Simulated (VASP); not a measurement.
# MgI2 (Cm) in VASP: a series of runs, part 2 of 2

VASP 6.6.1. Earlier steps stand in the parts before.

## (4) Single point, PBE (atom 1 (Mg) moved by (-0.300, +0.300) A along y and z)

INCAR

```
SYSTEM = MgI2
PREC = Accurate
ENCUT = 520
EDIFF = 1E-7
ISMEAR = 0
SIGMA = 0.05
LREAL = .False.
LASPH = .True.
NELM = 60
ALGO = Normal
ISIF = 2
LWAVE = .False.
LCHARG = .False.
GGA = PE
NBANDS = 15
```

KPOINTS

```
regular mesh
0
Gamma
  6 6 4
  0 0 0
```

POSCAR

```
MgI2
1.0
    4.1537001214      0.0000000000      0.0000000000
   -2.0768500607      3.5972098248      0.0000000000
    0.0000000000      0.0000000000      6.8620000000
Mg I
1 2
Direct
   -0.0416989854     -0.0833979708      0.0437190324
    0.3333333333      0.6666666667      0.7576300000
    0.6666666667      0.3333333333      0.2423700000
```

The run is started by

```bash
cat potpaw_PBE.64/Mg/POTCAR potpaw_PBE.64/I/POTCAR > POTCAR
mpirun -np 1 vasp_std > vasp.out
```

Wall time 1.8 min (1 thread of Intel Xeon 8259CL, shared host); peak memory 0.26 GiB.

The run converged. Its results:

```
Free energy            : -7.2517 eV
Pressure               : 3.0 GPa
Largest force          : 2.509 eV/Å
Band gap on the k mesh : 2.75 eV (least direct gap 2.83 eV)
```

Forces on the atoms (eV/Å):
```
Mg   0.000  1.455 -2.044
I    0.000 -0.025  0.598
I    0.000 -1.430  1.446
```

Stress tensor (GPa, compression positive):
```
 1.01  0.00  0.00
 0.00  5.68 -2.98
 0.00 -2.98  2.26
```

Levels at points of the mesh, in eV from the valence-band top:
```csv
k point,band 6,band 7,band 8,band 9,band 10,band 11
"(0.00, 0.00, 0.00)",-0.58,-0.22,0.00,2.83,4.24,5.55
"(0.50, 0.00, 0.00)",-2.43,-1.41,-0.60,2.80,4.24,5.47
"(0.00, 0.50, 0.00)",-2.41,-1.41,-0.71,2.97,4.41,5.21
"(0.00, 0.00, 0.50)",-1.56,-0.24,-0.02,3.43,4.71,5.40
"(0.50, 0.00, 0.50)",-1.78,-1.25,-0.71,2.81,4.11,5.12
"(0.00, 0.50, 0.50)",-1.74,-1.27,-0.84,2.90,4.30,5.28
```

Caveat: the cell differs from its parent crystal (atom 1 (Mg) moved by (-0.300, +0.300) A along y and z); spin-orbit coupling is left out, which moves the levels of the heavy elements; this functional lacks dispersion, which binds layers or chains, so the pressure and a relaxed spacing across them are unreliable; forces of over 1 eV/Å act on the atoms, so gaps and moduli don't describe the material at rest. A k mesh can miss the band edges.

## (5) Single point, PBE (atom 1 (Mg) moved by (-0.300, -0.150) A along y and z)

INCAR

```
SYSTEM = MgI2
PREC = Accurate ; ENCUT = 520
EDIFF = 1E-6 ; ISMEAR = 0
SIGMA = 0.05 ; LREAL = .FALSE.
LASPH = .TRUE. ; NELM = 60
ALGO = Normal ; ISIF = 2
LWAVE = .FALSE. ; LCHARG = .FALSE.
GGA = PE ; NBANDS = 15
```

KPOINTS

```
Automatic mesh
0
G
  6 6 4
  0 0 0
```

POSCAR, as its differences from that of step 4:

```diff
@@ -8,3 +8,3 @@
 Direct
-   -0.0416989854     -0.0833979708      0.0437190324
+   -0.0416989854     -0.0833979708     -0.0218595162
     0.3333333333      0.6666666667      0.7576300000
```

Potentials or basis: VASP PAW PBE potentials, release 64 (Mg, I).

The run is started by

```bash
cat potpaw_PBE.64/Mg/POTCAR potpaw_PBE.64/I/POTCAR > POTCAR
mpirun -np 1 vasp_std > vasp.out
```

OUTCAR:

```text
SYSTEM = MgI2
   PREC = Accurate
   ENCUT = 520
   EDIFF = 1E-6
   ISMEAR = 0
   LREAL = .FALSE.
   LASPH = .TRUE.
   NELM = 60
   ISIF = 2
   GGA = PE

 ion  position               nearest neighbor table
   1  0.958  0.917  0.978-   2 2.72   2 2.72   3 2.77   2 3.09   3 3.14   3 3.14
   2  0.333  0.667  0.758-   1 2.72   1 2.72   1 3.09
   3  0.667  0.333  0.242-   1 2.77   1 3.14   1 3.14

  LATTYP: Found a hexagonal cell.
 ALAT       =     4.1537001214
 C/A-ratio  =     1.6520210413

  Lattice vectors:

[... 615 lines left out ...]
     13       9.5885      0.00000
     14      11.2401      0.00000
     15      13.0985      0.00000

 [... further k-points ...]
[... 5 lines left out ...]
  --------------------------------------------------------------------------------------
  -------------------------------------------------------------------------------------
  Total        1.7681980      1.0096064      1.4939761      0.0000000      0.0315486      0.0000000
  in kB       27.6305706     15.7765135     23.3454691      0.0000000      0.4929909      0.0000000
  external PRESSURE =      22.2508510 kB  Pullay stress =       0.0000000 kB

 VOLUME and BASIS-vectors are now :
 -----------------------------------------------------------------------------
  energy-cutoff  :      520.00
  volume of cell :      102.53
      direct lattice vectors                 reciprocal lattice vectors
     4.153700121  0.000000000  0.000000000     0.240749205  0.138996618  0.000000000
    -2.076850061  3.597209825  0.000000000     0.000000000  0.277993236  0.000000000
     0.000000000  0.000000000  6.862000000     0.000000000  0.000000000  0.145730108

 POSITION                                       TOTAL-FORCE (eV/Angst)
 -----------------------------------------------------------------------------------
      2.07685      3.29721      6.71200         0.000000      0.727726      0.872851
     -0.00000      2.39814      5.19886        -0.000000     -0.406050     -0.698019
      2.07685      1.19907      1.66314        -0.000000     -0.321676     -0.174832
 -----------------------------------------------------------------------------------
    total drift:                               -0.000000      0.000200     -0.000368

  FREE ENERGIE OF THE ION-ELECTRON SYSTEM (eV)
  ---------------------------------------------------
  free  energy   TOTEN  =        -7.5199245994 eV

  energy  without entropy=       -7.5199245994  energy(sigma->0) =       -7.51992460
```

OSZICAR:

```text
N       E                     dE             d eps       ncg     rms          rms(c)
DAV:   1     0.751353448135E+02    0.75135E+02   -0.56653E+03  1410   0.834E+02
DAV:   2    -0.182584651784E+01   -0.76961E+02   -0.69748E+02  1957   0.133E+02
DAV:   3    -0.758191053025E+01   -0.57561E+01   -0.57249E+01  1859   0.408E+01
DAV:   4    -0.769557980859E+01   -0.11367E+00   -0.11366E+00  2054   0.675E+00
DAV:   5    -0.769645395372E+01   -0.87415E-03   -0.87413E-03  1921   0.565E-01    0.413E+00
DAV:   6    -0.755328402123E+01    0.14317E+00   -0.11512E-01  1718   0.187E+00    0.278E+00
DAV:   7    -0.752185419881E+01    0.31430E-01   -0.14745E-01  1928   0.207E+00    0.777E-01
DAV:   8    -0.751989292594E+01    0.19613E-02   -0.14386E-02  1585   0.690E-01    0.371E-01
DAV:   9    -0.751994210329E+01   -0.49177E-04   -0.10866E-03  1991   0.227E-01    0.789E-02
DAV:  10    -0.751992159625E+01    0.20507E-04   -0.15242E-04  1585   0.668E-02    0.594E-02
DAV:  11    -0.751992371493E+01   -0.21187E-05   -0.19287E-05  1942   0.314E-02    0.178E-02
DAV:  12    -0.751992459940E+01   -0.88447E-06   -0.59053E-06  1908   0.177E-02
   1 F= -.75199246E+01 E0= -.75199246E+01  d E =-.584440E-16
```

Wall time 92 s (1 thread of Intel Xeon 8259CL, shared host); peak memory 0.26 GiB.

Results:

```
Free energy            : -7.5199 eV
Pressure               : 2.2 GPa
Largest force          : 1.136 eV/Å
Band gap on the k mesh : 3.23 eV (least direct gap 3.36 eV)
```

Forces in eV/Å, atoms in the order of the input:
```
Mg   0.000  0.728  0.873
I    0.000 -0.406 -0.698
I    0.000 -0.322 -0.175
```

Caveat: the cell differs from its parent crystal (atom 1 (Mg) moved by (-0.300, -0.150) A along y and z); spin-orbit coupling is left out, which moves the levels of the heavy elements; this functional lacks dispersion, which binds layers or chains, so the pressure and a relaxed spacing across them are unreliable; forces of over 1 eV/Å act on the atoms, so gaps and moduli don't describe the material at rest.

## (6) Single point, PBE (atom 1 (Mg) moved by (-0.300, +0.150) A along y and z)

INCAR

```
SYSTEM = MgI2
  ALGO = Normal
  EDIFF = 1E-6
  ENCUT = 520
  GGA = PE
  ISIF = 2
  ISMEAR = 0
  LASPH = .True.
  LCHARG = .False.
  LREAL = .False.
  LWAVE = .False.
  NBANDS = 15
  NELM = 80
  PREC = Accurate
  SIGMA = 0.05
```

KPOINTS

```
k-points
0
Gamma
  6 6 4
  0 0 0
```

POSCAR, as its differences from that of step 5:

```diff
@@ -8,3 +8,3 @@
 Direct
-   -0.0416989854     -0.0833979708     -0.0218595162
+   -0.0416989854     -0.0833979708      0.0218595162
     0.3333333333      0.6666666667      0.7576300000
```

Potentials or basis: VASP PAW PBE potentials, release 64 (Mg, I).

The run is started by

```bash
cat potpaw_PBE.64/Mg/POTCAR potpaw_PBE.64/I/POTCAR > POTCAR
mpirun -np 1 vasp_std > vasp.out
```

Wall time 72 s (1 thread of Intel Xeon 8259CL, shared host); peak memory 0.26 GiB.

It converged, with:

```
Free energy            : -7.4877 eV
Pressure               : 2.3 GPa
Largest force          : 1.519 eV/Å
Band gap on the k mesh : 3.18 eV (least direct gap 3.33 eV)
```

Forces in eV/Å, atoms in the order of the input:
```
Mg   0.000  1.054 -1.093
I    0.000 -0.110  0.250
I    0.000 -0.944  0.843
```

Stress tensor (GPa, compression positive):
```
 0.98  0.00  0.00
 0.00  3.55 -1.92
 0.00 -1.92  2.47
```

Levels at points of the mesh, in eV from the valence-band top:
```
           k point  band 4  band 5  band 6  band 7  band 8  band 9  band 10  band 11  band 12  band 13
(0.00, 0.00, 0.00)   -1.21   -0.89   -0.30   -0.25    0.00    3.33     4.48     6.19     6.53     7.17
(0.50, 0.00, 0.00)   -3.04   -2.21   -1.87   -1.18   -0.57    3.25     4.78     5.52     6.78     7.73
(0.00, 0.50, 0.00)   -2.90   -2.17   -1.78   -1.19   -0.66    3.36     4.98     5.27     6.65     7.82
(0.00, 0.00, 0.50)   -1.76   -1.15   -0.84   -0.30   -0.03    4.07     4.77     6.02     6.38     7.53
(0.50, 0.00, 0.50)   -3.43   -1.82   -1.45   -1.06   -0.72    3.21     4.70     5.38     5.96     7.59
(0.00, 0.50, 0.50)   -3.29   -1.66   -1.43   -1.07   -0.86    3.26     4.87     5.44     5.86     7.44
```

Caveat: the cell differs from its parent crystal (atom 1 (Mg) moved by (-0.300, +0.150) A along y and z); spin-orbit coupling is left out, which moves the levels of the heavy elements; this functional lacks dispersion, which binds layers or chains, so the pressure and a relaxed spacing across them are unreliable; forces of over 1 eV/Å act on the atoms, so gaps and moduli don't describe the material at rest. A k mesh can miss the band edges.

## (7) Summary

| cell | gap on the mesh (eV) | pressure (GPa) | largest force (eV/Å) |
| --- | --- | --- | --- |
| as given, atomic positions A | 2.79 | 2.8 | 1.96 |
| as given, atomic positions B | 3.49 | 2.1 | 0.82 |
| as given, atomic positions C | 2.75 | 3.0 | 2.51 |
| as given, atomic positions D | 3.23 | 2.2 | 1.14 |
| as given, atomic positions E | 3.18 | 2.3 | 1.52 |

Alike in all rows: task single point; level PBE; potentials or basis VASP PAW PBE potentials, release 64 (Mg, I); no spin polarisation; k mesh 6 × 6 × 4; cutoff (eV) 520; smearing gaussian 0.05 eV.

Caveats: spin-orbit coupling is left out, which moves the levels of the heavy elements; this functional lacks dispersion, which binds layers or chains, so the pressure and a relaxed spacing across them are unreliable; forces of over 1 eV/Å act on the atoms, so gaps and moduli don't describe the material at rest (at least some runs).

Total energies depend on the potentials used, so only differences within one code and one set of settings carry meaning.
